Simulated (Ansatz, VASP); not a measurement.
**One calculation of Ti, two programs**

The input INCAR:

```
PREC = Accurate ; ENCUT = 520
EDIFF = 1E-6 ; ISMEAR = -1
SIGMA = 0.05 ; LREAL = False
LASPH = True ; NELM = 60
ALGO = Normal ; ISIF = 2
LWAVE = False ; LCHARG = False
NBANDS = 12
```

The input KPOINTS:

```
regular mesh
0
Gamma
  15 15 15
```

POSCAR

```
Ti
1.0
   -0.0406000000      2.0097000000      2.0097000000
    2.0097000000     -0.0406000000      2.0097000000
    2.0097000000      2.0097000000     -0.0406000000
Ti
1
Direct
    0.0000000000      0.0000000000      0.0000000000
```

Input for Ansatz:

```yaml
crystal:
  lattice:
    - [-0.0406, 2.0097, 2.0097]
    - [2.0097, -0.0406, 2.0097]
    - [2.0097, 2.0097, -0.0406]
  atoms:
    - { symbol: Ti, position: [0.0, 0.0, 0.0] }
kpoints:
  mp_grid: { grid: [15, 15, 15] }
  band_path:
    path:
      - [0.0, 0.0, 0.0]
      - [0.5, 0.5, 0.5]
      - [0.2551801333, 0.5, 0.7448198667]
      - [-0.2551801333, 0.2551801333, 0.5]
      - [0.0, 0.0, 0.5]
      - [0.0, 0.0, 0.0]
      - [-0.3775900666, 0.0, 0.3775900666]
      - [0.0, 0.3775900666, 0.6224099334]
      - [0.0, 0.5, 0.5]
    npoints: 5
scf:
  occupations: { method: fermi_dirac, width: 0.05 }
hamiltonian:
  xc: lda
  pseudopotentials: { kind: all_electron, lapw: { basis_error: 0.00025 } }
output:
  forces: true
  stress: true
  eigenvalues: true
```

Change from the starting cell: equal xy, yz and zx shear strains of -2 %.

Alike in both runs: task single point; functional LDA; k mesh 15 × 15 × 15; occupations fermi-dirac, width 0.05 eV; no spin polarisation.

|  | VASP | Ansatz |
| --- | --- | --- |
| version | VASP 6.6.1 | Ansatz 0.2.0 |
| potentials or method | VASP PAW LDA potentials, release 64 (Ti_sv), cutoff 520 eV | all-electron LAPW, scalar-relativistic |

|  | VASP | Ansatz | Ansatz less VASP |
| --- | --- | --- | --- |
| pressure (GPa) | -4.9 | -4.8 | +0.14 |
| traceless stress, the component that is largest in VASP (GPa) | 1.03 | 1.03 | +0.007 |

LDA's correlation is that of Perdew and Zunger in VASP and of Perdew and Wang (1992) in Ansatz. Ansatz ran all-electron here, and VASP with PAW potentials.
